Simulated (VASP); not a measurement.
# Zr (Fd-3m) in VASP: a series of runs

The runs below take Zr through single point, with PBE.

All numbers are computed with VASP 6.6.1; they aren't measurements. Logs are shortened: lines on timing, memory, paths and dates and some standing lists are left out, and cuts for length are marked.

## Step 1: The cell of the first run

The structure is cubic, space group Fd-3m (No. 227). The conventional cell has a = 6.110 Å, b = 6.110 Å, c = 6.110 Å, α = 90.00°, β = 90.00°, γ = 90.00°. Within 3.5 Å of Zr (site symmetry -43m) lie 4 Zr at 2.65 Å.

## Step 2: Single point, PBE (volume scaled by 0.92)

INCAR

```
SYSTEM = Zr
ALGO     = Normal         ! electronic algorithm
EDIFF    = 1E-6           ! SCF threshold, eV
ENCUT    = 520            ! plane-wave cutoff, eV
GGA      = PE             ! functional
ISIF     = 2              ! what is computed and relaxed
ISMEAR   = -1             ! smearing method
LASPH    = .TRUE.         ! aspherical terms in the spheres
LCHARG   = .FALSE.        ! write CHGCAR
LREAL    = .FALSE.        ! projectors in reciprocal space
LWAVE    = .FALSE.        ! write WAVECAR
NBANDS   = 19             ! bands
NELM     = 100            ! most SCF steps
PREC     = Accurate       ! precision mode
SIGMA    = 0.08           ! smearing width, eV
```

KPOINTS

```
k-points
0
G
  11 11 11
  0 0 0
```

POSCAR

```
Zr
1.0
    0.0000000000      3.0551315048      3.0551315048
    3.0551315048      0.0000000000      3.0551315048
    3.0551315048      3.0551315048      0.0000000000
Zr
2
Direct
   -0.1250000000     -0.1250000000     -0.1250000000
    0.1250000000      0.1250000000      0.1250000000
```

Potentials or basis: VASP PAW PBE potentials, release 64 (Zr_sv).

Started as:

```bash
cat potpaw_PBE.64/Zr_sv/POTCAR > POTCAR
mpirun -np 1 vasp_std > vasp.out
```

OUTCAR:

```text
SYSTEM = Zr
   EDIFF = 1E-6
   ENCUT = 520
   GGA = PE
   ISIF = 2
   ISMEAR = -1
   LASPH = .TRUE.
   LREAL = .FALSE.
   NELM = 100
   PREC = Accurate

 ion  position               nearest neighbor table
   1  0.875  0.875  0.875-   2 2.65   2 2.65   2 2.65   2 2.65
   2  0.125  0.125  0.125-   1 2.65   1 2.65   1 2.65   1 2.65

  LATTYP: Found a face centered cubic cell.
 ALAT       =     6.1102630096

  Lattice vectors:

 A1 = (   0.0000000000,   3.0551315048,   3.0551315048)
 A2 = (   3.0551315048,   0.0000000000,   3.0551315048)
 A3 = (   3.0551315048,   3.0551315048,   0.0000000000)

Analysis of symmetry for initial positions (statically):
=====================================================================
 Subroutine PRICEL returns:
 Original cell was already a primitive cell.

 Routine SETGRP: Setting up the symmetry group for a
 face centered cubic supercell.

 Subroutine GETGRP returns: Found 48 space group operations
 (whereof 12 operations were pure point group operations)
 out of a pool of 48 trial point group operations.

The static configuration has the point symmetry D_3d.
 The point group associated with its full space group is O_h .

Analysis of symmetry for dynamics (positions and initial velocities):
=====================================================================
 Subroutine PRICEL returns:
 Original cell was already a primitive cell.

 Routine SETGRP: Setting up the symmetry group for a
 face centered cubic supercell.

 Subroutine GETGRP returns: Found 48 space group operations
 (whereof 12 operations were pure point group operations)
 out of a pool of 48 trial point group operations.

The dynamic configuration has the point symmetry D_3d.
 The point group associated with its full space group is O_h .

 Subroutine INISYM returns: Found 48 space group operations
 (whereof 12 operations are pure point group operations),
 and found     1 'primitive' translations

----------------------------------------------------------------------------------------

                                     Primitive cell

  volume of cell :      57.0321

  direct lattice vectors                    reciprocal lattice vectors
     0.000000000  3.055131505  3.055131505    -0.163659076  0.163659076  0.163659076
     3.055131505  0.000000000  3.055131505     0.163659076 -0.163659076  0.163659076
     3.055131505  3.055131505  0.000000000     0.163659076  0.163659076 -0.163659076

  length of vectors
     4.320608409  4.320608409  4.320608409     0.283465835  0.283465835  0.283465835

  position of ions in fractional coordinates (direct lattice)
     0.875000000  0.875000000  0.875000000
     0.125000000  0.125000000  0.125000000

  ion indices of the primitive-cell ions
   primitive index   ion index
                 1           1
                 2           2

----------------------------------------------------------------------------------------

 KPOINTS: k-points

Automatic generation of k-mesh.
 Grid dimensions read from file:
 generate k-points for:   11   11   11

 Generating k-lattice:

  Cartesian coordinates                     Fractional coordinates (reciprocal lattice)
    -0.014878098  0.014878098  0.014878098     0.090909091  0.000000000  0.000000000
     0.014878098 -0.014878098  0.014878098     0.000000000  0.090909091  0.000000000
     0.014878098  0.014878098 -0.014878098     0.000000000  0.000000000  0.090909091

  Length of vectors
     0.025769621  0.025769621  0.025769621

  Shift w.r.t. Gamma in fractional coordinates (k-lattice)
     0.000000000  0.000000000  0.000000000

 Subroutine IBZKPT returns following result:
 ===========================================

 Found     56 irreducible k-points:

 Following reciprocal coordinates:
            Coordinates               Weight
  0.000000  0.000000  0.000000      1.000000
  0.090909  0.000000  0.000000      8.000000
  0.181818  0.000000  0.000000      8.000000
  0.272727  0.000000  0.000000      8.000000
  0.363636  0.000000  0.000000      8.000000
  0.454545  0.000000  0.000000      8.000000
[... 16 lines left out ...]
 -0.272727  0.181818  0.000000     24.000000
 -0.181818  0.181818  0.000000     12.000000
 [... further k-points ...]
   k-points           NKPTS =     56   k-points in BZ     NKDIM =     56   number of bands    NBANDS=     19
   number of dos      NEDOS =    301   number of ions     NIONS =      2
   total plane-waves  NPLWV =  32768
   dimension x,y,z NGX =    32 NGY =   32 NGZ =   32
   dimension x,y,z NGXF=    64 NGYF=   64 NGZF=   64
   ions per type =               2
   NGX,Y,Z   is equivalent  to a cutoff of  12.31, 12.31, 12.31 a.u.
   NGXF,Y,Z  is equivalent  to a cutoff of  24.63, 24.63, 24.63 a.u.
 SYSTEM =  Zr
   PREC   = accura    normal or accurate (medium, high low for compatibility)
   ISTART =      0    job   : 0-new  1-cont  2-samecut
   ICHARG =      2    charge: 1-file 2-atom 10-const
   ISPIN  =      1    spin polarized calculation?
   LNONCOLLINEAR =      F non collinear calculations
   LSORBIT =      F    spin-orbit coupling
   LASPH  =      T    aspherical Exc in radial PAW
   ENCUT  =  520.0 eV  38.22 Ry    6.18 a.u.   8.03  8.03  8.03*2*pi/ulx,y,z
   NELM   =    100;   NELMIN=  2; NELMDL= -5     # of ELM steps
   EDIFF  = 0.1E-05   stopping-criterion for ELM
   LREAL  =      F    real-space projection
   EDIFFG = 0.1E-04   stopping-criterion for IOM
   NSW    =      0    number of steps for IOM
   IBRION =     -1    ionic relax: 0-MD 1-quasi-New 2-CG
   NFREE  =      0    steps in history (QN), initial steepest desc. (CG)
   ISIF   =      2    stress and relaxation
   ISYM   =      2    0-nonsym 1-usesym 2-fastsym
   POTIM  = 0.5000    time-step for ionic-motion
   TEBEG  =    0.0;   TEEND  =   0.0 temperature during run
   PSTRESS=    0.0 pullay stress
   NELECT =      24.0000    total number of electrons
   NUPDOWN=      -1.0000    fix difference up-down
   EMIN   =  10.00;   EMAX   =-10.00  energy-range for DOS
   EFERMI =   0.00;   METHOD = LEGACY
   ISMEAR =    -1;   SIGMA  =   0.08  broadening in eV -4-tet -1-fermi 0-gaus
   EFERMI_NEDOS =   21; number of points for ismear=-14 and -15
   IALGO  =     38    algorithm
   IMIX   =      4    mixing-type and parameters
     AMIX     =   0.40;   BMIX     =  1.00
     AMIX_MAG =   1.60;   BMIX_MAG =  1.00
  volume/ion in A,a.u.               =      28.52       192.44
  Fermi-wavevector in a.u.,A,eV,Ry     =   1.226795  2.318306 20.477122  1.505026
  Thomas-Fermi vector in A             =   2.361782
   LORBIT       =      0    0 simple, 1 ext, 2 COOP (PROOUT), +10 PAW based schemes
   GGA     = PE    functional components
   LHFCALC =     F    Hartree Fock is set to
   AEXX    =    0.0000 exact exchange contribution
   IVDW    =     0    specifies the selected vdW correction
   LEPSILON=     F    determine dielectric tensor
   LRPA    =     F    only Hartree local field effects (RPA)
 non-spin polarized calculation
  energy-cutoff  :      520.00
  volume of cell :       57.03
 maximum number of plane-waves:      1558
   NGX = 17   NGY = 17   NGZ = 17

 number of electron      24.0000000 magnetization

 Free energy of the ion-electron system (eV)
  ---------------------------------------------------
  ext. energy  EPLUGINS =         0.00000000
  ---------------------------------------------------
  free energy    TOTEN  =       -12.22960581 eV

  energy without entropy =      -12.13174162  energy(sigma->0) =      -12.18067371

 E-fermi :   6.3185     XC(G=0):  -9.8699

 val. band max:        6.3143132583   @ k =   0.0909   0.0000   0.0000
 cond. band min:       6.3232931401   @ k =  -0.4545   0.0909   0.0000
 fundamental gap:      0.0089798817
 Fermi energy:         6.3184817023

 k-point     1 :       0.0000    0.0000    0.0000
  band No.  band energies     occupation
      1     -42.5931      2.00000
      2     -41.8521      2.00000
      3     -20.9834      2.00000
      4     -20.9834      2.00000
      5     -20.9834      2.00000
      6     -19.7932      2.00000
[... 11 lines left out ...]
     18      12.2302      0.00000
     19      12.2302      0.00000

 k-point     2 :       0.0909    0.0000    0.0000
  band No.  band energies     occupation
      1     -42.5823      2.00000
      2     -41.8638      2.00000
      3     -20.9964      2.00000
      4     -20.9964      2.00000
      5     -20.9837      2.00000
      6     -19.7928      2.00000
[... 11 lines left out ...]
     18      12.1978      0.00000
     19      12.1978      0.00000

 k-point     3 :       0.1818    0.0000    0.0000
  band No.  band energies     occupation
      1     -42.5517      2.00000
      2     -41.8971      2.00000
      3     -21.0296      2.00000
      4     -21.0296      2.00000
      5     -20.9849      2.00000
      6     -19.7906      2.00000
[... 11 lines left out ...]
     18      12.0935      0.00000
     19      12.0935      0.00000

 k-point     4 :       0.2727    0.0000    0.0000
  band No.  band energies     occupation
      1     -42.5061      2.00000
      2     -41.9462      2.00000
      3     -21.0703      2.00000
      4     -21.0703      2.00000
      5     -20.9881      2.00000
      6     -19.7857      2.00000
[... 11 lines left out ...]
     18      11.8970      0.00000
     19      11.8970      0.00000

 k-point     5 :       0.3636    0.0000    0.0000
  band No.  band energies     occupation
      1     -42.4557      2.00000
      2     -41.9998      2.00000
      3     -21.1054      2.00000
      4     -21.1054      2.00000
      5     -20.9924      2.00000
      6     -19.7793      2.00000
[... 11 lines left out ...]
     18      11.5955      0.00000
     19      11.5955      0.00000
[... 334 lines left out ...]
      2     -42.0830      2.00000
      3     -21.2509      2.00000
      4     -21.1694      2.00000
      5     -20.7872      2.00000
      6     -19.9793      2.00000
[... 11 lines left out ...]
     18      11.0409      0.00000
     19      11.3959      0.00000

 k-point    22 :      -0.3636    0.1818    0.0000
  band No.  band energies     occupation
      1     -42.3928      2.00000
      2     -42.0659      2.00000
      3     -21.2506      2.00000
      4     -21.1458      2.00000
      5     -20.8080      2.00000
      6     -19.9569      2.00000
[... 11 lines left out ...]
     18      10.3041      0.00000
     19      12.0408      0.00000

 k-point    23 :      -0.2727    0.1818    0.0000
  band No.  band energies     occupation
      1     -42.4387      2.00000
      2     -42.0178      2.00000
      3     -21.2207      2.00000
      4     -21.1085      2.00000
      5     -20.8488      2.00000
      6     -19.9181      2.00000
[... 11 lines left out ...]
     18      10.4432      0.00000
     19      12.3345      0.00000

 k-point    24 :      -0.1818    0.1818    0.0000
  band No.  band energies     occupation
      1     -42.4888      2.00000
      2     -41.9648      2.00000
      3     -21.1650      2.00000
      4     -21.0680      2.00000
      5     -20.9002      2.00000
      6     -19.8706      2.00000
[... 11 lines left out ...]
     18      11.0336      0.00000
     19      12.4237      0.00000

 [... further k-points ...]
[... 5 lines left out ...]
  --------------------------------------------------------------------------------------
  -------------------------------------------------------------------------------------
  Total        1.2307427      1.2307427      1.2307427      0.0000000     -0.0000000     -0.0000000
  in kB       34.5746780     34.5746780     34.5746780      0.0000000     -0.0000000     -0.0000000
  external PRESSURE =      34.5746780 kB  Pullay stress =       0.0000000 kB

 VOLUME and BASIS-vectors are now :
 -----------------------------------------------------------------------------
  energy-cutoff  :      520.00
  volume of cell :       57.03
      direct lattice vectors                 reciprocal lattice vectors
     0.000000000  3.055131505  3.055131505    -0.163659076  0.163659076  0.163659076
     3.055131505  0.000000000  3.055131505     0.163659076 -0.163659076  0.163659076
     3.055131505  3.055131505  0.000000000     0.163659076  0.163659076 -0.163659076

 POSITION                                       TOTAL-FORCE (eV/Angst)
 -----------------------------------------------------------------------------------
      5.34648      5.34648      5.34648         0.000000      0.000000      0.000000
      0.76378      0.76378      0.76378        -0.000000     -0.000000     -0.000000
 -----------------------------------------------------------------------------------
    total drift:                                0.000000     -0.000000     -0.000000

  FREE ENERGIE OF THE ION-ELECTRON SYSTEM (eV)
  ---------------------------------------------------
  free  energy   TOTEN  =       -12.2296058069 eV

  energy  without entropy=      -12.1317416182  energy(sigma->0) =      -12.18067371
```

Wall time 20 s (1 thread of Intel Xeon 6975P-C (Granite Rapids), shared host); peak memory 0.19 GiB.

What came out:

* Free energy: -12.2296 eV
* Pressure: 3.5 GPa
* Band gap on the k mesh: zero (band 12 reaches 6.40 eV, above the bottom of band 13 at 6.15 eV)

Caveat: the cell differs from its parent crystal (volume scaled by 0.92).

## Step 3: Single point, PBE

This run uses another cell than the first one, of 31.00 Å³/atom, 1.087 times its volume.

INCAR: that of step 2 with these lines changed.

```diff
@@ -7,6 +7,6 @@
 ISMEAR   = -1             ! smearing method
-LASPH    = .TRUE.         ! aspherical terms in the spheres
-LCHARG   = .FALSE.        ! write CHGCAR
-LREAL    = .FALSE.        ! projectors in reciprocal space
-LWAVE    = .FALSE.        ! write WAVECAR
+LASPH    = .True.         ! aspherical terms in the spheres
+LCHARG   = .False.        ! write CHGCAR
+LREAL    = .False.        ! projectors in reciprocal space
+LWAVE    = .False.        ! write WAVECAR
 NBANDS   = 19             ! bands
```

KPOINTS

```
k-points
0
Gamma
  11 11 11
  0 0 0
```

POSCAR

```
Zr
1.0
    0.0000000000      3.1412364839      3.1412364839
    3.1412364839      0.0000000000      3.1412364839
    3.1412364839      3.1412364839      0.0000000000
Zr
2
Direct
   -0.1250000000     -0.1250000000     -0.1250000000
    0.1250000000      0.1250000000      0.1250000000
```

Potentials or basis: VASP PAW PBE potentials, release 64 (Zr_sv).

Started as:

```bash
cat potpaw_PBE.64/Zr_sv/POTCAR > POTCAR
mpirun -np 1 vasp_std > vasp.out
```

It took 32 s on 1 thread of Intel Xeon 6975P-C (Granite Rapids), shared host; peak memory 0.22 GiB.

The run converged. Its results:

```
Free energy            : -12.2836 eV
Pressure               : 0.1 GPa
Band gap on the k mesh : zero (band 12 reaches 5.63 eV, above the bottom of band 13 at 5.46 eV)
```

Levels at points of the mesh, in eV from the Fermi level:
```
           k point  band 9  band 10  band 11  band 12  band 13  band 14  band 15  band 16
(0.00, 0.00, 0.00)   -4.07    -0.81    -0.81     0.00     0.00     0.00     2.10     2.10
```
